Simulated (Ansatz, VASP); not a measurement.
One calculation of BN, two programs

```
CELL_PARAMETERS angstrom
2.49824 0.00000 0.00000
-1.24912 2.16354 0.00000
0.00000 0.00000 6.63570
ATOMIC_POSITIONS crystal
N 0.66667 0.33333 0.25000
N 0.33333 0.66667 0.75000
B 0.66667 0.33333 0.75000
B 0.33333 0.66667 0.25000
```

Alike in both runs: functional HSE06; k mesh 7 × 7 × 3; occupations fermi-dirac, width 0.05 eV; no spin polarisation.

|  | VASP | Ansatz |
| --- | --- | --- |
| version | VASP 6.6.1 | Ansatz 0.2.0 |
| potentials or method | VASP PAW PBE potentials, release 64 (N, B) | Ansatz PAW |
| plane-wave cutoff (eV) | 520 | 420 |
| valence electrons in the cell | 16 | 16 |
| task | single point | projected density of states |

VASP gave:

* gap on the k mesh at the Fermi level (eV): 5.84
* least direct gap on the mesh (eV): 6.07
* pressure (GPa): 0.3
* traceless stress, the component that is largest in VASP (GPa): 2.00

Task: What did Ansatz give for the same quantities?

Result: gap on the k mesh at the Fermi level (eV): 5.85; least direct gap on the mesh (eV): 6.08; pressure (GPa): 0.0; traceless stress, the component that is largest in VASP (GPa): 2.41.

Noted on Ansatz's run: odd divisions of the mesh miss points on the zone boundary, where band edges often lie, so the gap on the mesh can be too wide.
